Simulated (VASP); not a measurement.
# TeO4 (P6/mmm) in VASP: notebook

Runs on TeO4. Level: PBE. Tasks: single point.

Everything below comes from runs of VASP 6.6.1. Logs are shortened: lines on timing, memory, paths and dates and some standing lists are left out, and cuts for length are marked.

## Step 1: The cell of the first run

Symmetry: P6/mmm, No. 191, hexagonal system. The conventional cell has a = 4.418 Å, b = 4.418 Å, c = 4.025 Å, α = 90.00°, β = 90.00°, γ = 120.00°. Te (site symmetry 6/mmm) has 2 O at 2.01 Å within 2.7 Å. Within 3.0 Å of O (site symmetry mmm) lie 6 O at 2.21 Å and 4 Te at 2.99 Å. O (site symmetry 6/mmm) has 2 Te at 2.01 Å and 6 O at 2.21 Å within 2.7 Å.

The cell was generated, and may not be a known phase.

## Step 2: Single point, PBE

The input, INCAR:

```
SYSTEM = TeO4
PREC     = Accurate       ! precision mode
ENCUT    = 600            ! plane-wave cutoff, eV
EDIFF    = 1E-6           ! SCF threshold, eV
ISMEAR   = 0              ! smearing method
SIGMA    = 0.2            ! smearing width, eV
LREAL    = .False.        ! projectors in reciprocal space
LASPH    = .True.         ! aspherical terms in the spheres
NELM     = 120            ! most SCF steps
ALGO     = Normal         ! electronic algorithm
ISIF     = 2              ! what is computed and relaxed
LWAVE    = .False.        ! write WAVECAR
LCHARG   = .False.        ! write CHGCAR
GGA      = PE             ! functional
NBANDS   = 23             ! bands
GGA_COMPAT= .False.
```

The input, KPOINTS:

```
regular mesh
0
Gamma
  5 5 3
  0 0 0
```

The input, POSCAR:

```
TeO4
1.0
    4.4182566491      0.0000000000      0.0000000000
   -2.2091283246      3.8263224986      0.0000000000
    0.0000000000      0.0000000000      4.0248429190
Te O
1 4
Direct
    0.0000000000      0.0000000000      0.0000000000
    0.5000000000      0.0000000000      0.5000000000
    0.0000000000      0.5000000000      0.5000000000
    0.5000000000      0.5000000000      0.5000000000
    0.0000000000      0.0000000000      0.5000000000
```

Potentials or basis: VASP PAW PBE potentials, release 64 (Te, O).

The run is started by

```sh
$ cat potpaw_PBE.64/Te/POTCAR potpaw_PBE.64/O/POTCAR > POTCAR
$ mpirun -np 1 vasp_std > vasp.out
```

OUTCAR:

```text
SYSTEM = TeO4
   PREC = Accurate
   ENCUT = 600
   EDIFF = 1E-6
   ISMEAR = 0
   LREAL = .False.
   LASPH = .True.
   NELM = 120
   ISIF = 2
   GGA = PE

 ion  position               nearest neighbor table
   1  0.000  0.000  0.000-   5 2.01   5 2.01
   2  0.500  0.000  0.500-
   3  0.000  0.500  0.500-
   4  0.500  0.500  0.500-
   5  0.000  0.000  0.500-   1 2.01   1 2.01

  LATTYP: Found a hexagonal cell.
 ALAT       =     4.4182566491
 C/A-ratio  =     0.9109572482

  Lattice vectors:

 A1 = (   4.4182566491,   0.0000000000,   0.0000000000)
 A2 = (  -2.2091283246,   3.8263224986,   0.0000000000)
 A3 = (   0.0000000000,   0.0000000000,   4.0248429190)

Analysis of symmetry for initial positions (statically):
=====================================================================
 Subroutine PRICEL returns:
 Original cell was already a primitive cell.

 Routine SETGRP: Setting up the symmetry group for a
 hexagonal supercell.

 Subroutine GETGRP returns: Found 24 space group operations
 (whereof 24 operations were pure point group operations)
 out of a pool of 24 trial point group operations.

The static configuration has the point symmetry D_6h.

Analysis of symmetry for dynamics (positions and initial velocities):
=====================================================================
 Subroutine PRICEL returns:
 Original cell was already a primitive cell.

 Routine SETGRP: Setting up the symmetry group for a
 hexagonal supercell.

 Subroutine GETGRP returns: Found 24 space group operations
 (whereof 24 operations were pure point group operations)
 out of a pool of 24 trial point group operations.

The dynamic configuration has the point symmetry D_6h.

 Subroutine INISYM returns: Found 24 space group operations
 (whereof 24 operations are pure point group operations),
 and found     1 'primitive' translations

----------------------------------------------------------------------------------------

                                     Primitive cell

  volume of cell :      68.0427

  direct lattice vectors                    reciprocal lattice vectors
     4.418256649  0.000000000  0.000000000     0.226333615  0.130673774  0.000000000
    -2.209128325  3.826322499  0.000000000     0.000000000  0.261347547  0.000000000
     0.000000000  0.000000000  4.024842919     0.000000000  0.000000000  0.248456901

  length of vectors
     4.418256649  4.418256649  4.024842919     0.261347547  0.261347547  0.248456901

  position of ions in fractional coordinates (direct lattice)
     0.000000000  0.000000000  0.000000000
     0.500000000  0.000000000  0.500000000
     0.000000000  0.500000000  0.500000000
     0.500000000  0.500000000  0.500000000
     0.000000000  0.000000000  0.500000000

  ion indices of the primitive-cell ions
   primitive index   ion index
                 1           1
                 2           2
                 3           3
                 4           4
                 5           5

----------------------------------------------------------------------------------------

 KPOINTS: regular mesh

Automatic generation of k-mesh.
 Grid dimensions read from file:
 generate k-points for:    5    5    3

 Generating k-lattice:

  Cartesian coordinates                     Fractional coordinates (reciprocal lattice)
     0.045266723  0.026134755  0.000000000     0.200000000  0.000000000  0.000000000
     0.000000000  0.052269509  0.000000000     0.000000000  0.200000000  0.000000000
     0.000000000  0.000000000  0.082818967     0.000000000  0.000000000  0.333333333

  Length of vectors
     0.052269509  0.052269509  0.082818967

  Shift w.r.t. Gamma in fractional coordinates (k-lattice)
     0.000000000  0.000000000  0.000000000

 Subroutine IBZKPT returns following result:
 ===========================================

 Found     10 irreducible k-points:

 Following reciprocal coordinates:
            Coordinates               Weight
  0.000000  0.000000  0.000000      1.000000
  0.200000  0.000000  0.000000      6.000000
  0.400000 -0.000000  0.000000      6.000000
  0.200000  0.200000  0.000000      6.000000
  0.400000  0.200000  0.000000      6.000000
  0.000000  0.000000  0.333333      2.000000
  0.200000  0.000000  0.333333     12.000000
  0.400000 -0.000000  0.333333     12.000000
  0.200000  0.200000  0.333333     12.000000
  0.400000  0.200000  0.333333     12.000000
   k-points           NKPTS =     10   k-points in BZ     NKDIM =     10   number of bands    NBANDS=     23
   number of dos      NEDOS =    301   number of ions     NIONS =      5
   total plane-waves  NPLWV =  41472
   dimension x,y,z NGX =    36 NGY =   36 NGZ =   32
   dimension x,y,z NGXF=    72 NGYF=   72 NGZF=   64
   ions per type =               1   4
   NGX,Y,Z   is equivalent  to a cutoff of  13.55, 13.55, 13.22 a.u.
   NGXF,Y,Z  is equivalent  to a cutoff of  27.09, 27.09, 26.44 a.u.
 SYSTEM =  TeO4
   PREC   = accura    normal or accurate (medium, high low for compatibility)
   ISTART =      0    job   : 0-new  1-cont  2-samecut
   ICHARG =      2    charge: 1-file 2-atom 10-const
   ISPIN  =      1    spin polarized calculation?
   LNONCOLLINEAR =      F non collinear calculations
   LSORBIT =      F    spin-orbit coupling
   LASPH  =      T    aspherical Exc in radial PAW
   ENCUT  =  600.0 eV  44.10 Ry    6.64 a.u.   8.82  8.82  8.04*2*pi/ulx,y,z
   NELM   =    120;   NELMIN=  2; NELMDL= -5     # of ELM steps
   EDIFF  = 0.1E-05   stopping-criterion for ELM
   LREAL  =      F    real-space projection
   EDIFFG = 0.1E-04   stopping-criterion for IOM
   NSW    =      0    number of steps for IOM
   IBRION =     -1    ionic relax: 0-MD 1-quasi-New 2-CG
   NFREE  =      0    steps in history (QN), initial steepest desc. (CG)
   ISIF   =      2    stress and relaxation
   ISYM   =      2    0-nonsym 1-usesym 2-fastsym
   POTIM  = 0.5000    time-step for ionic-motion
   TEBEG  =    0.0;   TEEND  =   0.0 temperature during run
   PSTRESS=    0.0 pullay stress
   NELECT =      30.0000    total number of electrons
   NUPDOWN=      -1.0000    fix difference up-down
   EMIN   =  10.00;   EMAX   =-10.00  energy-range for DOS
   EFERMI =   0.00;   METHOD = LEGACY
   ISMEAR =     0;   SIGMA  =   0.20  broadening in eV -4-tet -1-fermi 0-gaus
   EFERMI_NEDOS =   21; number of points for ismear=-14 and -15
   IALGO  =     38    algorithm
   IMIX   =      4    mixing-type and parameters
     AMIX     =   0.40;   BMIX     =  1.00
     AMIX_MAG =   1.60;   BMIX_MAG =  1.00
  volume/ion in A,a.u.               =      13.61        91.83
  Fermi-wavevector in a.u.,A,eV,Ry     =   1.246010  2.354617 21.123592  1.552540
  Thomas-Fermi vector in A             =   2.380206
   LORBIT       =      0    0 simple, 1 ext, 2 COOP (PROOUT), +10 PAW based schemes
   GGA     = PE    functional components
   LHFCALC =     F    Hartree Fock is set to
   AEXX    =    0.0000 exact exchange contribution
   IVDW    =     0    specifies the selected vdW correction
   LEPSILON=     F    determine dielectric tensor
   LRPA    =     F    only Hartree local field effects (RPA)
 non-spin polarized calculation
 Gauss-broadening in eV      SIGMA  =   0.20
  energy-cutoff  :      600.00
  volume of cell :       68.04
 maximum number of plane-waves:      2283
 NGX is ok and might be reduce to    36
   NGX = 17   NGY = 17   NGZ = 17

 number of electron      29.9999991 magnetization

 Free energy of the ion-electron system (eV)
  ---------------------------------------------------
  ext. energy  EPLUGINS =         0.00000000
  ---------------------------------------------------
  free energy    TOTEN  =       -15.87788116 eV

  energy without entropy =      -15.80478463  energy(sigma->0) =      -15.84133290

 E-fermi :   3.5469     XC(G=0): -10.1444

 val. band max:        3.5231572509   @ k =   0.4000   0.2000   0.0000
 cond. band min:       3.5627836837   @ k =   0.2000   0.2000   0.0000
 fundamental gap:      0.0396264328
 Fermi energy:         3.5468999695

 k-point     1 :       0.0000    0.0000    0.0000
  band No.  band energies     occupation
      1     -17.0527      2.00000
      2     -13.6593      2.00000
      3     -12.2551      2.00000
      4     -12.2551      2.00000
      5      -5.7561      2.00000
      6      -4.7728      2.00000
[... 15 lines left out ...]
     22      12.6270      0.00000
     23      12.6270      0.00000

 k-point     2 :       0.2000    0.0000    0.0000
  band No.  band energies     occupation
      1     -16.8772      2.00000
      2     -13.8171      2.00000
      3     -12.5563      2.00000
      4     -12.3019      2.00000
      5      -5.6752      2.00000
      6      -4.7084      2.00000
[... 15 lines left out ...]
     22      12.4714      0.00000
     23      13.4915      0.00000

 k-point     3 :       0.4000   -0.0000    0.0000
  band No.  band energies     occupation
      1     -16.5074      2.00000
      2     -14.2343      2.00000
      3     -12.9198      2.00000
      4     -12.3751      2.00000
      5      -5.5345      2.00000
      6      -4.5992      2.00000
[... 15 lines left out ...]
     22      14.8480      0.00000
     23      14.9106      0.00000
[... 131 lines left out ...]
 k-point     9 :       0.2000    0.2000    0.3333
  band No.  band energies     occupation
      1     -16.4173      2.00000
      2     -14.0038      2.00000
      3     -13.0876      2.00000
      4     -12.1797      2.00000
      5      -8.6351      2.00000
      6      -1.9268      2.00000
[... 15 lines left out ...]
     22      13.1970      0.00000
     23      15.3102      0.00000

 k-point    10 :       0.4000    0.2000    0.3333
  band No.  band energies     occupation
      1     -16.1889      2.00000
      2     -14.1375      2.00000
      3     -13.4702      2.00000
      4     -12.1014      2.00000
      5      -8.5584      2.00000
      6      -1.2979      2.00000
[... 15 lines left out ...]
     22      13.6951      0.00000
     23      15.7577      0.00000

------------------------ aborting loop because EDIFF is reached ----------------------------------------

  FORCE on cell =-STRESS in cart. coord.  units (eV):
  Direction    XX          YY          ZZ          XY          YZ          ZX
  --------------------------------------------------------------------------------------
  -------------------------------------------------------------------------------------
  Total       -0.0247201     -0.0247201     -0.2998082      0.0000000      0.0000000      0.0000000
  in kB       -0.5820750     -0.5820750     -7.0594799      0.0000000      0.0000000      0.0000000
  external PRESSURE =      -2.7412100 kB  Pullay stress =       0.0000000 kB

 VOLUME and BASIS-vectors are now :
 -----------------------------------------------------------------------------
  energy-cutoff  :      600.00
  volume of cell :       68.04
      direct lattice vectors                 reciprocal lattice vectors
     4.418256649  0.000000000  0.000000000     0.226333615  0.130673774  0.000000000
    -2.209128325  3.826322499  0.000000000     0.000000000  0.261347547  0.000000000
     0.000000000  0.000000000  4.024842919     0.000000000  0.000000000  0.248456901

 POSITION                                       TOTAL-FORCE (eV/Angst)
 -----------------------------------------------------------------------------------
      0.00000      0.00000      0.00000         0.000000      0.000000      0.000000
      2.20913      0.00000      2.01242        -0.000000      0.000000      0.000000
     -1.10456      1.91316      2.01242         0.000000      0.000000      0.000000
      1.10456      1.91316      2.01242         0.000000      0.000000      0.000000
      0.00000      0.00000      2.01242         0.000000      0.000000      0.000000
 -----------------------------------------------------------------------------------
    total drift:                                0.000000      0.000000      0.000000

  FREE ENERGIE OF THE ION-ELECTRON SYSTEM (eV)
  ---------------------------------------------------
  free  energy   TOTEN  =       -15.8778811589 eV

  energy  without entropy=      -15.8047846338  energy(sigma->0) =      -15.84133290
```

It took 36 s on 1 thread of Intel Xeon 8259CL, shared host; peak memory 0.2 GiB.

Results:

```
Free energy            : -15.8779 eV
Pressure               : -0.3 GPa
Band gap on the k mesh : zero (bands 15 and 16 overlap by 0.75 eV)
```

Levels at points of the mesh, in eV from the Fermi level:
| k point | band 11 | band 12 | band 13 | band 14 | band 15 | band 16 | band 17 | band 18 | band 19 | band 20 |
| --- | --- | --- | --- | --- | --- | --- | --- | --- | --- | --- |
| (0.00, 0.00, 0.00) | -1.07 | -1.07 | -0.09 | -0.09 | 0.45 | 0.92 | 0.92 | 1.80 | 1.80 | 6.98 |

Caveat: the k points lie up to 0.52 Å⁻¹ apart, too coarse for converged energies and pressures of a metal; spin-orbit coupling is left out, which moves the levels of the heavy elements.

[end of part 1 of 3]

The gap in the log of VASP goes by the Fermi energy; the results here count the filled bands.